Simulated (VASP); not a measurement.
Write the native input for VASP 6.6.1 that does the following.

```yaml
Task: single point
Functional: PBEsol
Dispersion: D3(BJ)
Potentials_or_basis: VASP PAW PBE potentials, release 64 (Al)
Cutoff: 520 eV
k_mesh: 18 × 18 × 10
Occupations: gaussian, width 0.15 eV
Spin: no spin polarisation
Dipole_correction: no
Further_INCAR_settings: ALGO = Fast; EDIFF = 1e-06; NBANDS = 10
```

The structure of Al lies in POSCAR:

```
Al
1.0
    2.8124553515      0.0000000000     -0.1406227676
   -1.4062276757      2.4356577814      0.0703113838
   -0.2433425000      0.0000000000      4.8668500000
Al
2
Direct
    0.6666666667      0.3333333333      0.7500000000
    0.3333333333      0.6666666667      0.2500000000
```

This cell differs from its parent crystal: strain -0.1000 x Voigt [0, 0, 0, 0, 1, 0].

These files were run (other wordings do the same):

INCAR

```
SYSTEM = Al
ALGO = Fast
EDIFF = 1E-6
ENCUT = 520
GGA = PS
ISIF = 2
ISMEAR = 0
IVDW = 12
LASPH = .True.
LCHARG = .False.
LREAL = .False.
LWAVE = .False.
NBANDS = 10
NELM = 100
PREC = Accurate
SIGMA = 0.15
```

KPOINTS

```
k-points
0
Gamma
  18 18 10
  0 0 0
```

Potentials or basis: VASP PAW PBE potentials, release 64 (Al).

Run with:

```bash
$ cat potpaw_PBE.64/Al/POTCAR > POTCAR
$ mpirun -np 1 vasp_std > vasp.out
```

It gave:

```yaml
Pressure: -3.9 GPa
Largest_force: 0.068 eV/Å
Band_gap_on_the_k_mesh: zero (band 3 reaches 11.23 eV, above the bottom of band 4 at 4.78 eV)
Dispersion_energy_per_atom: -0.315 eV
```

Caveat: the cell differs from its parent crystal (strain -0.1000 x Voigt [0, 0, 0, 0, 1, 0]); the PAW data sets were made with another functional, which shifts forces and pressure a little; pairwise dispersion overbinds metals, which lowers pressure and volume.

It took 2.7 min on 1 thread of Intel(R) Xeon(R) Platinum 8259CL CPU @ 2.50GHz (Skylake/Cascade Lake), with other jobs on the host, peak memory 0.34 GiB.
